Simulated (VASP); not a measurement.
# Hf (P6_3/mmc) in VASP: a series of runs

The runs below take Hf through relaxation of cell and atoms, with PBE.

Program: VASP 6.6.1. These are calculated values, not measurements. Logs are shortened: lines on timing, memory, paths and dates and some standing lists are left out, and cuts for length are marked.

### 1 The cell of the first run

The structure is hexagonal, space group P6_3/mmc (No. 194). The conventional cell has a = 3.205 Å, b = 3.205 Å, c = 5.068 Å, α = 90.00°, β = 90.00°, γ = 120.00°. Within 4.1 Å of Hf (site symmetry -6m2) lie 12 Hf at 3.14 to 3.21 Å.

### 2 Relaxation of cell and atoms, PBE, target pressure 10 GPa, at which the enthalpy is minimised

INCAR reads:

```
PREC = Accurate
ENCUT = 600
EDIFF = 1E-6
ISMEAR = 0
SIGMA = 0.1
LREAL = False
LASPH = True
NELM = 100
ALGO = Fast
ISIF = 3
LWAVE = False
LCHARG = False
GGA = PE
IBRION = 2
NSW = 80
EDIFFG = -0.002
PSTRESS = 100.0
```

KPOINTS reads:

```
regular mesh
0
Gamma
  16 16 10
```

POSCAR reads:

```
Hf
1.0
    3.2051001026      0.0000000000      0.0000000000
   -1.6025500513      2.7756981105      0.0000000000
    0.0000000000      0.0000000000      5.0676415388
Hf
2
Direct
    0.3333333333      0.6666666667      0.2500000000
    0.6666666667      0.3333333333      0.7500000000
```

Potentials or basis: VASP PAW PBE potentials, release 64 (Hf_pv).

On the command line:

```sh
$ cat potpaw_PBE.64/Hf_pv/POTCAR > POTCAR
$ mpirun -np 1 vasp_std > vasp.out
```

OUTCAR:

```text
PREC = Accurate
   ENCUT = 600
   EDIFF = 1E-6
   ISMEAR = 0
   LREAL = False
   LASPH = True
   NELM = 100
   ISIF = 3
   GGA = PE
   IBRION = 2
   NSW = 80
   EDIFFG = -0.002
   PSTRESS = 100.0

 ion  position               nearest neighbor table
   1  0.333  0.667  0.250-   2 3.14   2 3.14   2 3.14   2 3.14   2 3.14   2 3.14
   2  0.667  0.333  0.750-   1 3.14   1 3.14   1 3.14   1 3.14   1 3.14   1 3.14

  LATTYP: Found a hexagonal cell.
 ALAT       =     3.2051001026
 C/A-ratio  =     1.5811180233

  Lattice vectors:

 A1 = (   3.2051001026,   0.0000000000,   0.0000000000)
 A2 = (  -1.6025500513,   2.7756981105,   0.0000000000)
 A3 = (   0.0000000000,   0.0000000000,   5.0676415388)

Analysis of symmetry for initial positions (statically):
=====================================================================
 Subroutine PRICEL returns:
 Original cell was already a primitive cell.

 Routine SETGRP: Setting up the symmetry group for a
 hexagonal supercell.

 Subroutine GETGRP returns: Found 24 space group operations
 (whereof 12 operations were pure point group operations)
 out of a pool of 24 trial point group operations.

The static configuration has the point symmetry D_3d.
 The point group associated with its full space group is D_6h.

Analysis of symmetry for dynamics (positions and initial velocities):
=====================================================================
 Subroutine PRICEL returns:
 Original cell was already a primitive cell.

 Routine SETGRP: Setting up the symmetry group for a
 hexagonal supercell.

 Subroutine GETGRP returns: Found 24 space group operations
 (whereof 12 operations were pure point group operations)
 out of a pool of 24 trial point group operations.

The dynamic configuration has the point symmetry D_3d.
 The point group associated with its full space group is D_6h.

 Subroutine INISYM returns: Found 24 space group operations
 (whereof 12 operations are pure point group operations),
 and found     1 'primitive' translations

----------------------------------------------------------------------------------------

                                     Primitive cell

  volume of cell :      45.0837

  direct lattice vectors                    reciprocal lattice vectors
     3.205100103  0.000000000  0.000000000     0.312002736  0.180134863  0.000000000
    -1.602550051  2.775698111  0.000000000     0.000000000  0.360269727  0.000000000
     0.000000000  0.000000000  5.067641539     0.000000000  0.000000000  0.197330453

  length of vectors
     3.205100103  3.205100103  5.067641539     0.360269727  0.360269727  0.197330453

  position of ions in fractional coordinates (direct lattice)
     0.333333333  0.666666667  0.250000000
     0.666666667  0.333333333  0.750000000

  ion indices of the primitive-cell ions
   primitive index   ion index
                 1           1
                 2           2

----------------------------------------------------------------------------------------

 KPOINTS: regular mesh

Automatic generation of k-mesh.
 Grid dimensions read from file:
 generate k-points for:   16   16   10

 Generating k-lattice:

  Cartesian coordinates                     Fractional coordinates (reciprocal lattice)
     0.019500171  0.011258429  0.000000000     0.062500000  0.000000000  0.000000000
     0.000000000  0.022516858  0.000000000     0.000000000  0.062500000  0.000000000
     0.000000000  0.000000000  0.019733045     0.000000000  0.000000000  0.100000000

  Length of vectors
     0.022516858  0.022516858  0.019733045

  Shift w.r.t. Gamma in fractional coordinates (k-lattice)
     0.000000000  0.000000000  0.000000000

 Subroutine IBZKPT returns following result:
 ===========================================

 Found    180 irreducible k-points:

 Following reciprocal coordinates:
            Coordinates               Weight
  0.000000  0.000000  0.000000      1.000000
  0.062500  0.000000  0.000000      6.000000
  0.125000  0.000000  0.000000      6.000000
  0.187500 -0.000000  0.000000      6.000000
  0.250000  0.000000  0.000000      6.000000
  0.312500  0.000000  0.000000      6.000000
[... 16 lines left out ...]
  0.187500  0.187500  0.000000      6.000000
  0.250000  0.187500  0.000000     12.000000
 [... further k-points ...]
   k-points           NKPTS =    180   k-points in BZ     NKDIM =    180   number of bands    NBANDS=     14
   number of dos      NEDOS =    301   number of ions     NIONS =      2
   total plane-waves  NPLWV =  31360
   dimension x,y,z NGX =    28 NGY =   28 NGZ =   40
   dimension x,y,z NGXF=    56 NGYF=   56 NGZF=   80
   ions per type =               2
   NGX,Y,Z   is equivalent  to a cutoff of  14.52, 14.52, 13.12 a.u.
   NGXF,Y,Z  is equivalent  to a cutoff of  29.05, 29.05, 26.24 a.u.
 SYSTEM =  unknown system
   PREC   = accura    normal or accurate (medium, high low for compatibility)
   ISTART =      0    job   : 0-new  1-cont  2-samecut
   ICHARG =      2    charge: 1-file 2-atom 10-const
   ISPIN  =      1    spin polarized calculation?
   LNONCOLLINEAR =      F non collinear calculations
   LSORBIT =      F    spin-orbit coupling
   LASPH  =      T    aspherical Exc in radial PAW
   ENCUT  =  600.0 eV  44.10 Ry    6.64 a.u.   6.40  6.40 10.12*2*pi/ulx,y,z
   NELM   =    100;   NELMIN=  2; NELMDL= -5     # of ELM steps
   EDIFF  = 0.1E-05   stopping-criterion for ELM
   LREAL  =      F    real-space projection
   EDIFFG = -.2E-02   stopping-criterion for IOM
   NSW    =     80    number of steps for IOM
   IBRION =      2    ionic relax: 0-MD 1-quasi-New 2-CG
   NFREE  =      1    steps in history (QN), initial steepest desc. (CG)
   ISIF   =      3    stress and relaxation
   ISYM   =      2    0-nonsym 1-usesym 2-fastsym
   POTIM  = 0.5000    time-step for ionic-motion
   TEBEG  =    0.0;   TEEND  =   0.0 temperature during run
   PSTRESS=  100.0 pullay stress
   NELECT =      20.0000    total number of electrons
   NUPDOWN=      -1.0000    fix difference up-down
   EMIN   =  10.00;   EMAX   =-10.00  energy-range for DOS
   EFERMI =   0.00;   METHOD = LEGACY
   ISMEAR =     0;   SIGMA  =   0.10  broadening in eV -4-tet -1-fermi 0-gaus
   EFERMI_NEDOS =   21; number of points for ismear=-14 and -15
   IALGO  =     68    algorithm
   IMIX   =      4    mixing-type and parameters
     AMIX     =   0.40;   BMIX     =  1.00
     AMIX_MAG =   1.60;   BMIX_MAG =  1.00
  volume/ion in A,a.u.               =      22.54       152.12
  Fermi-wavevector in a.u.,A,eV,Ry     =   1.248566  2.359448 21.210363  1.558918
  Thomas-Fermi vector in A             =   2.382647
   LORBIT       =      0    0 simple, 1 ext, 2 COOP (PROOUT), +10 PAW based schemes
   GGA     = PE    functional components
   LHFCALC =     F    Hartree Fock is set to
   AEXX    =    0.0000 exact exchange contribution
   IVDW    =     0    specifies the selected vdW correction
   LEPSILON=     F    determine dielectric tensor
   LRPA    =     F    only Hartree local field effects (RPA)
 conjugate gradient relaxation of ions
 non-spin polarized calculation
 RMM-DIIS sequential band-by-band and
 Gauss-broadening in eV      SIGMA  =   0.10
  energy-cutoff  :      600.00
  volume of cell :       45.08
 maximum number of plane-waves:      1530
 NGX is ok and might be reduce to    28
   NGX = 13   NGY = 13   NGZ = 21

--------------------------------------- Ionic step        1  -------------------------------------------

 number of electron      20.0000001 magnetization

 Free energy of the ion-electron system (eV)
  ---------------------------------------------------
  ext. energy  EPLUGINS =         0.00000000
  ---------------------------------------------------
  free energy    TOTEN  =       -19.85418503 eV

  energy without entropy =      -19.84675182  energy(sigma->0) =      -19.85046842

------------------------ aborting loop because EDIFF is reached ----------------------------------------

  FORCE on cell =-STRESS in cart. coord.  units (eV):
  Direction    XX          YY          ZZ          XY          YZ          ZX
  --------------------------------------------------------------------------------------
  -------------------------------------------------------------------------------------
  Total       -0.1128712     -0.1128712     -0.1462989      0.0000000      0.0000000      0.0000000
  in kB       -4.0111962     -4.0111962     -5.1991441      0.0000000      0.0000000      0.0000000
  external PRESSURE =    -104.4071788 kB  Pullay stress =     100.0000000 kB
[... 289 lines left out ...]
  enthalpy is  TOTEN    =       -17.1671991296 eV   P V=        2.5849209067

--------------------------------------- Ionic step        9  -------------------------------------------

 number of electron      20.0000000 magnetization

 Free energy of the ion-electron system (eV)
  ---------------------------------------------------
  ext. energy  EPLUGINS =         0.00000000
  ---------------------------------------------------
  free energy    TOTEN  =       -19.75177961 eV

  energy without entropy =      -19.74468582  energy(sigma->0) =      -19.74823272

 E-fermi :   5.4779     XC(G=0): -11.6406

 val. band max:        5.4721262681   @ k =   0.0625   0.0000   0.5000
 cond. band min:       5.4784203773   @ k =   0.3750   0.2500   0.3000
 fundamental gap:      0.0062941092
 Fermi energy:         5.4778944242

 k-point     1 :       0.0000    0.0000    0.0000
  band No.  band energies     occupation
      1     -25.5674      2.00000
      2     -24.6092      2.00000
      3     -24.6092      2.00000
      4     -24.4505      2.00000
      5     -24.4479      2.00000
      6     -24.4479      2.00000
      7      -2.1699      2.00000
      8       1.5114      2.00000
      9       6.4008      0.00000
     10       6.6682      0.00000
     11       6.6682      0.00000
     12       6.9621      0.00000
     13       7.5769      0.00000
     14       7.5769      0.00000
[... 375 lines left out ...]
 k-point    24 :       0.2500    0.1875    0.0000
  band No.  band energies     occupation
      1     -25.1812      2.00000
      2     -25.1597      2.00000
      3     -25.0848      2.00000
      4     -24.8317      2.00000
      5     -24.6678      2.00000
      6     -24.6578      2.00000
      7       1.5659      2.00000
      8       3.4505      2.00000
      9       3.6512      2.00000
     10       4.1386      2.00000
     11       5.8655      0.00000
     12       6.5069      0.00000
     13       6.8334      0.00000
     14       9.5081      0.00000

 [... further k-points ...]

------------------------ aborting loop because EDIFF is reached ----------------------------------------

  FORCE on cell =-STRESS in cart. coord.  units (eV):
  Direction    XX          YY          ZZ          XY          YZ          ZX
  --------------------------------------------------------------------------------------
  -------------------------------------------------------------------------------------
  Total        2.5867718      2.5867718      2.5818946      0.0000000      0.0000000      0.0000000
  in kB      100.0847656    100.0847656     99.8960642      0.0000000      0.0000000      0.0000000
  external PRESSURE =       0.0218652 kB  Pullay stress =     100.0000000 kB
[... 17 lines left out ...]
  FREE ENERGIE OF THE ION-ELECTRON SYSTEM (eV)
  ---------------------------------------------------
  free  energy   TOTEN  =       -19.7517796140 eV

  energy  without entropy=      -19.7446858199  energy(sigma->0) =      -19.74823272

  enthalpy is  TOTEN    =       -17.1671986667 eV   P V=        2.5845809472

 reached required accuracy - stopping structural energy minimisation
```

Wall time 5.5 min (1 thread of Intel Xeon Platinum 8559C (Emerald Rapids), shared host); peak memory 0.29 GiB.

What came out:

| Property | Result |
| --- | --- |
| Free energy | -19.7518 eV |
| Relaxed volume | 20.70 Å³/atom |
| Relaxed cell | a = 3.114 Å, b = 3.114 Å, c = 4.932 Å, α = 90.00°, β = 90.00°, γ = 120.00° |
| Space group after relaxing (to 0.1 Å) | P6_3/mmc (No. 194) |
| Energy change on relaxing (the run minimises the enthalpy) | +51.2 meV/atom |
| Ionic steps | 9 |
| Pressure after relaxing | 10.0 GPa |
| Band gap on the k mesh | zero (bands 10 and 11 overlap by 1.59 eV) |

The path:
| step | energy change (eV) | largest force (eV/Å) | pressure (GPa) | volume (Å³) |
| --- | --- | --- | --- | --- |
| 1 | 0.0000 | 0.0000 | -0.44 | 45.08 |
| 2 | 0.7845 | 0.0000 | 33.80 | 36.16 |
| 3 | 0.0937 | 0.0000 | 9.48 | 41.55 |
| 4 | 0.1021 | 0.0000 | 9.99 | 41.42 |
| 5 | 0.1066 | 0.0000 | 10.24 | 41.34 |
| 6 | 0.0964 | 0.0000 | 9.65 | 41.51 |
| 7 | 0.1012 | 0.0000 | 9.95 | 41.43 |
| 8 | 0.1021 | 0.0000 | 9.99 | 41.42 |
| 9 | 0.1024 | 0.0000 | 10.00 | 41.41 |

Final structure:
```
CELL_PARAMETERS angstrom
3.11356 0.00000 0.00000
-1.55678 2.69642 0.00000
0.00000 0.00000 4.93236
ATOMIC_POSITIONS crystal
Hf 0.33333 0.66667 0.25000
Hf 0.66667 0.33333 0.75000
```

Caveat: the cell is relaxed towards a set pressure, so the run minimises the enthalpy, not the energy; spin-orbit coupling is left out, which moves the levels of the heavy elements.

### 3 Relaxation of cell and atoms, PBE, target pressure 50 GPa, at which the enthalpy is minimised

This run uses another cell than the first one, of 18.00 Å³/atom.

INCAR: that of step 2 with these lines changed.

```diff
@@ -7,4 +7,4 @@
 LASPH = True
-NELM = 100
-ALGO = Fast
+NELM = 60
+ALGO = Normal
 ISIF = 3
@@ -16,2 +16,2 @@
 EDIFFG = -0.002
-PSTRESS = 100.0
+PSTRESS = 500.0
```

KPOINTS is that of step 2.

POSCAR reads:

```
Hf
1.0
    2.9596143080      0.0000000000      0.0000000000
   -1.4798071540      2.5631011761      0.0000000000
    0.0000000000      0.0000000000      4.7464381747
Hf
2
Direct
    0.3333333333      0.6666666667      0.2500000000
    0.6666666667      0.3333333333      0.7500000000
```

Potentials or basis: VASP PAW PBE potentials, release 64 (Hf_pv).

On the command line:

```sh
$ cat potpaw_PBE.64/Hf_pv/POTCAR > POTCAR
$ mpirun -np 1 vasp_std > vasp.out
```

Run time: 3.4 min. Hardware: 1 thread of Intel Xeon Platinum 8559C (Emerald Rapids), shared host; peak memory 0.24 GiB.

It converged, with:

| Property | Result |
| --- | --- |
| Free energy | -18.4320 eV |
| Relaxed volume | 16.85 Å³/atom |
| Relaxed cell | a = 2.889 Å, b = 2.889 Å, c = 4.662 Å, α = 90.00°, β = 90.00°, γ = 120.00° |
| Space group after relaxing (to 0.1 Å) | P6_3/mmc (No. 194) |
| Energy change on relaxing (the run minimises the enthalpy) | +303.0 meV/atom |
| Ionic steps | 9 |
| Pressure after relaxing | 50.0 GPa |
| Band gap on the k mesh | zero (bands 10 and 11 overlap by 1.74 eV) |

The path:
| step | energy change (eV) | largest force (eV/Å) | pressure (GPa) | volume (Å³) |
| --- | --- | --- | --- | --- |
| 1 | 0.0000 | 0.0000 | 34.50 | 36.01 |
| 2 | 3.5933 | 0.0000 | 116.96 | 27.67 |
| 3 | 0.5494 | 0.0000 | 48.71 | 33.88 |
| 4 | 0.5961 | 0.0000 | 49.88 | 33.72 |
| 5 | 0.6100 | 0.0000 | 50.21 | 33.68 |
| 6 | 0.6140 | 0.0000 | 50.21 | 33.67 |
| 7 | 0.6145 | 0.0000 | 50.21 | 33.66 |
| 8 | 0.5854 | 0.0000 | 49.50 | 33.76 |
| 9 | 0.6059 | 0.0000 | 49.98 | 33.69 |

Final structure:
```
CELL_PARAMETERS angstrom
2.88857 0.00000 0.00000
-1.44429 2.50158 0.00000
0.00000 0.00000 4.66246
ATOMIC_POSITIONS crystal
Hf 0.33333 0.66667 0.25000
Hf 0.66667 0.33333 0.75000
```

Levels at points of the mesh, in eV from the Fermi level:
```tsv
k point	band 7	band 8	band 9	band 10	band 11	band 12	band 13	band 14
(0.00, 0.00, 0.00)	-8.26	-4.75	1.18	1.18	1.27	1.88	2.29	2.29
(0.50, 0.00, 0.00)	-4.05	-3.87	-3.35	0.08	0.77	1.14	2.16	8.14
(0.00, 0.00, 0.50)	-5.79	-5.79	-0.06	-0.06	1.09	1.09	1.09	1.09
(0.50, 0.00, 0.50)	-4.50	-4.50	-1.78	-1.78	2.56	2.56	3.38	3.38
```

Caveat: the cell is relaxed towards a set pressure, so the run minimises the enthalpy, not the energy; spin-orbit coupling is left out, which moves the levels of the heavy elements.
